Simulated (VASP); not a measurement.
# O (P-3m1) in VASP: single point with PBEsol+D3(BJ)

Aim: the single point of O with PBEsol+D3(BJ).

Everything below comes from runs of VASP 6.6.1. Logs are shortened: lines on timing, memory, paths and dates and some standing lists are left out, and cuts for length are marked.

## 1. The cell of the first run

It takes space group P-3m1 (No. 164, trigonal). Conventional cell: a = 3.854 Å, b = 3.854 Å, c = 5.927 Å, α = 90.00°, β = 90.00°, γ = 120.00°. Within 3.6 Å of O (site symmetry 3m) lie 6 O at 2.72 to 3.12 Å. Within 4.1 Å of O (site symmetry -3m) lie 12 O at 3.12 to 3.85 Å.

## 2. Single point, PBEsol+D3(BJ)

INCAR

```
SYSTEM = O
ALGO     = Normal         ! electronic algorithm
EDIFF    = 1E-6           ! SCF threshold, eV
ENCUT    = 600            ! plane-wave cutoff, eV
GGA      = PS             ! functional
GGA_COMPAT= .False.      
ISIF     = 2              ! what is computed and relaxed
ISMEAR   = -1             ! smearing method
IVDW     = 12             ! dispersion correction
LASPH    = .True.         ! aspherical terms in the spheres
LCHARG   = .False.        ! write CHGCAR
LREAL    = .False.        ! projectors in reciprocal space
LWAVE    = .False.        ! write WAVECAR
NBANDS   = 16             ! bands
NELM     = 120            ! most SCF steps
PREC     = Accurate       ! precision mode
SIGMA    = 0.1            ! smearing width, eV
```

KPOINTS

```
k-points
0
Gamma
  5 5 3
  0 0 0
```

POSCAR

```
O
1.0
    3.8535231700      0.0000000000      0.0000000000
   -1.9267615800      3.3372489600      0.0000000000
    0.0000000000      0.0000000000      5.9272598600
O
3
Direct
    0.6666666667      0.3333333333      0.3684812900
    0.3333333333      0.6666666667      0.6315187100
    0.0000000000      0.0000000000      0.0000000000
```

Potentials or basis: VASP PAW PBE potentials, release 64 (O).

Run with:

```
$ cat potpaw_PBE.64/O/POTCAR > POTCAR
$ mpirun -np 1 vasp_std > vasp.out
```

OUTCAR:

```text
SYSTEM = O
   EDIFF = 1E-6
   ENCUT = 600
   GGA = PS
   ISIF = 2
   ISMEAR = -1
   IVDW = 12
   LASPH = .True.
   LREAL = .False.
   NELM = 120
   PREC = Accurate
 IVDW          = 12

 ion  position               nearest neighbor table
   1  0.667  0.333  0.368-
   2  0.333  0.667  0.632-
   3  0.000  0.000  0.000-

  LATTYP: Found a hexagonal cell.
 ALAT       =     3.8535231700
 C/A-ratio  =     1.5381404493

  Lattice vectors:

 A1 = (   3.8535231700,   0.0000000000,   0.0000000000)
 A2 = (  -1.9267615800,   3.3372489600,   0.0000000000)
 A3 = (   0.0000000000,   0.0000000000,   5.9272598600)

Analysis of symmetry for initial positions (statically):
=====================================================================
 Subroutine PRICEL returns:
 Original cell was already a primitive cell.

 Routine SETGRP: Setting up the symmetry group for a
 hexagonal supercell.

 Subroutine GETGRP returns: Found 12 space group operations
 (whereof 12 operations were pure point group operations)
 out of a pool of 24 trial point group operations.

The static configuration has the point symmetry D_3d.

Analysis of symmetry for dynamics (positions and initial velocities):
=====================================================================
 Subroutine PRICEL returns:
 Original cell was already a primitive cell.

 Routine SETGRP: Setting up the symmetry group for a
 hexagonal supercell.

 Subroutine GETGRP returns: Found 12 space group operations
 (whereof 12 operations were pure point group operations)
 out of a pool of 24 trial point group operations.

The dynamic configuration has the point symmetry D_3d.

 Subroutine INISYM returns: Found 12 space group operations
 (whereof 12 operations are pure point group operations),
 and found     1 'primitive' translations

----------------------------------------------------------------------------------------

                                     Primitive cell

  volume of cell :      76.2255

  direct lattice vectors                    reciprocal lattice vectors
     3.853523170  0.000000000  0.000000000     0.259502786  0.149824003  0.000000000
    -1.926761580  3.337248960  0.000000000     0.000000000  0.299648007  0.000000000
     0.000000000  0.000000000  5.927259860     0.000000000  0.000000000  0.168712023

  length of vectors
     3.853523170  3.853523168  5.927259860     0.299648007  0.299648007  0.168712023

[... 69 lines left out ...]
   EDIFF  = 0.1E-05   stopping-criterion for ELM
   LREAL  =      F    real-space projection
   EDIFFG = 0.1E-04   stopping-criterion for IOM
   NSW    =      0    number of steps for IOM
   IBRION =     -1    ionic relax: 0-MD 1-quasi-New 2-CG
   NFREE  =      0    steps in history (QN), initial steepest desc. (CG)
   ISIF   =      2    stress and relaxation
   ISYM   =      2    0-nonsym 1-usesym 2-fastsym
   POTIM  = 0.5000    time-step for ionic-motion
   TEBEG  =    0.0;   TEEND  =   0.0 temperature during run
   PSTRESS=    0.0 pullay stress
   NELECT =      18.0000    total number of electrons
   NUPDOWN=      -1.0000    fix difference up-down
   EMIN   =  10.00;   EMAX   =-10.00  energy-range for DOS
   EFERMI =   0.00;   METHOD = LEGACY
   ISMEAR =    -1;   SIGMA  =   0.10  broadening in eV -4-tet -1-fermi 0-gaus
   EFERMI_NEDOS =   21; number of points for ismear=-14 and -15
   IALGO  =     38    algorithm
   IMIX   =      4    mixing-type and parameters
     AMIX     =   0.40;   BMIX     =  1.00
     AMIX_MAG =   1.60;   BMIX_MAG =  1.00
  volume/ion in A,a.u.               =      25.41       171.47
  Fermi-wavevector in a.u.,A,eV,Ry     =   1.011887  1.912190 13.931222  1.023916
  Thomas-Fermi vector in A             =   2.144964
   LORBIT       =      0    0 simple, 1 ext, 2 COOP (PROOUT), +10 PAW based schemes
   GGA     = PS    functional components
   LHFCALC =     F    Hartree Fock is set to
   AEXX    =    0.0000 exact exchange contribution
   IVDW    =    12    specifies the selected vdW correction
   LEPSILON=     F    determine dielectric tensor
   LRPA    =     F    only Hartree local field effects (RPA)
 non-spin polarized calculation
  energy-cutoff  :      600.00
  volume of cell :       76.23
 maximum number of plane-waves:      2557
 NGX is ok and might be reduce to    32
   NGX = 15   NGY = 15   NGZ = 23

 number of electron      18.0000002 magnetization

 Free energy of the ion-electron system (eV)
  ---------------------------------------------------
  ext. energy  EPLUGINS =         0.00000000
  ---------------------------------------------------
  free energy    TOTEN  =        -3.59077353 eV

  energy without entropy =       -3.21075282  energy(sigma->0) =       -3.40076318

 E-fermi :  -6.0797     XC(G=0):  -6.5375

 val. band max:       -6.1045934330   @ k =   0.4000   0.0000   0.0000
 cond. band min:      -6.0264290885   @ k =   0.4000   0.0000   0.0000
 fundamental gap:      0.0781643445
 Fermi energy:        -6.0796777875

 k-point     1 :       0.0000    0.0000    0.0000
  band No.  band energies     occupation
      1     -21.8129      2.00000
      2     -21.1178      2.00000
      3     -21.0901      2.00000
      4      -6.8818      1.99934
      5      -6.7999      1.99851
      6      -6.7066      1.99622
[... 205 lines left out ...]
      3     -21.1092      2.00000
      4      -7.4296      2.00000
      5      -7.2335      1.99998
      6      -7.1404      1.99995
[... 8 lines left out ...]
     15       7.1539      0.00000
     16       8.2783      0.00000

------------------------ aborting loop because EDIFF is reached ----------------------------------------

 Edisp (eV)   -0.07333

 E8    (eV) :    -0.0308

  FORCE on cell =-STRESS in cart. coord.  units (eV):
  Direction    XX          YY          ZZ          XY          YZ          ZX
  --------------------------------------------------------------------------------------
  -------------------------------------------------------------------------------------
  Total      -4.37769    -4.37769    -5.90421    -0.00000     0.00000    -0.00000
  in kB     -92.01434   -92.01434  -124.09996    -0.00000     0.00000    -0.00000
  external pressure =     -102.71 kB  Pullay stress =        0.00 kB

 VOLUME and BASIS-vectors are now :
 -----------------------------------------------------------------------------
  energy-cutoff  :      600.00
  volume of cell :       76.23
      direct lattice vectors                 reciprocal lattice vectors
     3.853523170  0.000000000  0.000000000     0.259502786  0.149824003  0.000000000
    -1.926761580  3.337248960  0.000000000     0.000000000  0.299648007  0.000000000
     0.000000000  0.000000000  5.927259860     0.000000000  0.000000000  0.168712023

 POSITION                                       TOTAL-FORCE (eV/Angst)
 -----------------------------------------------------------------------------------
      1.92676      1.11242      2.18408         0.000000      0.000000      0.996849
      0.00000      2.22483      3.74318        -0.000000      0.000000     -0.996849
      0.00000      0.00000      0.00000         0.000000      0.000000      0.000000
 -----------------------------------------------------------------------------------
    total drift:                                0.000000     -0.000000      0.000000

  FREE ENERGIE OF THE ION-ELECTRON SYSTEM (eV)
  ---------------------------------------------------
  free  energy   TOTEN  =        -3.6641036160 eV

  energy  without entropy=       -3.2840828977  energy(sigma->0) =       -3.47409326
```

OSZICAR:

```text
N       E                     dE             d eps       ncg     rms          rms(c)
DAV:   1     0.880954968878E+02    0.88095E+02   -0.87799E+03   384   0.106E+03
DAV:   2     0.114727270756E+01   -0.86948E+02   -0.83904E+02   504   0.208E+02
DAV:   3    -0.377045397156E+01   -0.49177E+01   -0.47482E+01   408   0.509E+01
[... 23 lines left out ...]
DAV:  27    -0.359066188100E+01    0.12355E-02   -0.33190E-03   384   0.125E-01    0.478E-02
DAV:  28    -0.359079627853E+01   -0.13440E-03   -0.21115E-04   384   0.629E-02    0.156E-01
DAV:  29    -0.359076279532E+01    0.33483E-04   -0.42422E-05   440   0.197E-02    0.669E-02
DAV:  30    -0.359077266912E+01   -0.98738E-05   -0.81889E-06   392   0.191E-02    0.839E-02
DAV:  31    -0.359077353435E+01   -0.86524E-06   -0.15686E-07   360   0.430E-03
   1 F= -.36641036E+01 E0= -.34740933E+01  d E =-.380021E+00
```

stdout:

```text
POSCAR found type information on POSCAR O
 POSCAR found :  1 types and       3 ions
 scaLAPACK will be used
 -----------------------------------------------------------------------------
|                                                                             |
|                                                                             |
|     You enforced a specific xc type in the INCAR file but a different       |
|     I HOPE YOU KNOW WHAT YOU ARE DOING!                                     |
|                                                                             |
 -----------------------------------------------------------------------------

 LDA part: xc-table for (Slater+PW92), standard interpolation
 POSCAR, INCAR and KPOINTS ok, starting setup
 FFT: planning ... GRIDC
 FFT: planning ... GRID_SOFT
 FFT: planning ... GRID
 WAVECAR not read
 entering main loop
```

It took 16 s on 1 thread of Intel Xeon 6975P-C (Granite Rapids), shared host; peak memory 0.2 GiB.

What came out:

```yaml
Free_energy: -3.6641 eV
Pressure: -10.3 GPa
Largest_force: 0.997 eV/Å
Band_gap_on_the_k_mesh: 0.08 eV
Dispersion_energy_per_atom: -0.024 eV
```

Forces in eV/Å, atoms in the order of the input:
```
O    0.000  0.000  0.997
O    0.000  0.000 -0.997
O    0.000  0.000  0.000
```

Stress tensor (GPa, compression positive):
```
 -9.20   0.00   0.00
  0.00  -9.20   0.00
  0.00   0.00 -12.41
```

Caveat: the cell stands under tension; the nearest neighbours stand farther apart than a usual bond; the PAW data sets were made with another functional, which shifts forces and pressure a little. A k mesh can miss the band edges.
